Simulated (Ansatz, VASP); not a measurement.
One calculation of LiH, two programs

File POSCAR:

```
LiH
1.0
    0.0000000000      2.0325000000      1.8699000000
    2.0325000000      0.0000000000      1.8699000000
    2.0325000000      2.0325000000      0.0000000000
Li H
1 1
Direct
    0.0000000000      0.0000000000      0.0000000000
    0.5000000000      0.5000000000      0.5000000000
```

Contents of INCAR.step1:

```
SYSTEM = LiH
  PREC = Accurate
  ENCUT = 830
  ISMEAR = 0
  SIGMA = 0.05
  LREAL = .False.
  LASPH = .True.
  NELM = 120
  NBANDS = 9
  GGA = PE
  ALGO = Normal
  EDIFF = 1E-5
  LWAVE = .True.
  LCHARG = .False.
  GGA_COMPAT = .False.
```

INCAR.step2

```
SYSTEM = LiH
  PREC = Accurate
  ENCUT = 830
  EDIFF = 1E-6
  ISMEAR = 0
  SIGMA = 0.05
  LREAL = .False.
  LASPH = .True.
  NELM = 120
  ALGO = Normal
  ISIF = 2
  LWAVE = .False.
  LCHARG = .False.
  METAGGA = R2SCAN
  LMIXTAU = .True.
  NBANDS = 9
  ISTART = 1
  GGA_COMPAT = .False.
```

File KPOINTS:

```
regular mesh
0
Gamma
  10 10 10
  0 0 0
```

Input for Ansatz:

```yaml
crystal:
  lattice:
    - [0.0, 2.0325, 1.8699]
    - [2.0325, 0.0, 1.8699]
    - [2.0325, 2.0325, 0.0]
  atoms:
    - { symbol: Li, position: [0.0, 0.0, 0.0] }
    - { symbol: H, position: [0.5, 0.5, 0.5] }
basis:
  ecutwfc: 500
kpoints:
  mp_grid: { grid: [10, 10, 10] }
hamiltonian:
  xc: r2scan
scf:
  occupations: { method: gaussian, width: 0.05 }
output:
  forces: true
  stress: true
  eigenvalues: true
```

Change from the starting cell: strain +0.000 along x and y, -0.080 along z, atoms carried along.

Alike in both runs: task single point; functional r2SCAN; k mesh 10 × 10 × 10; occupations gaussian, width 0.05 eV; no spin polarisation.

|  | VASP | Ansatz |
| --- | --- | --- |
| version | VASP 6.6.1 | Ansatz 0.2.0 |
| potentials or method | VASP PAW PBE potentials, release 64 (Li_sv, H), cutoff 830 eV | scalar-relativistic, plane waves, PAW |
| valence electrons in the cell | 4 | 4 |

VASP gave:

| Item | Value |
| --- | --- |
| gap on the k mesh at the Fermi level (eV) | 2.76 |
| least direct gap on the mesh (eV) | 3.37 |
| pressure (GPa) | 1.9 |
| traceless stress, the component that is largest in VASP (GPa) | 5.00 |

Which values does Ansatz return?

gap on the k mesh at the Fermi level (eV): 2.80; least direct gap on the mesh (eV): 3.44; pressure (GPa): 2.0; traceless stress, the component that is largest in VASP (GPa): 4.87.

VASP's potentials were made for PBE, not for r2SCAN.
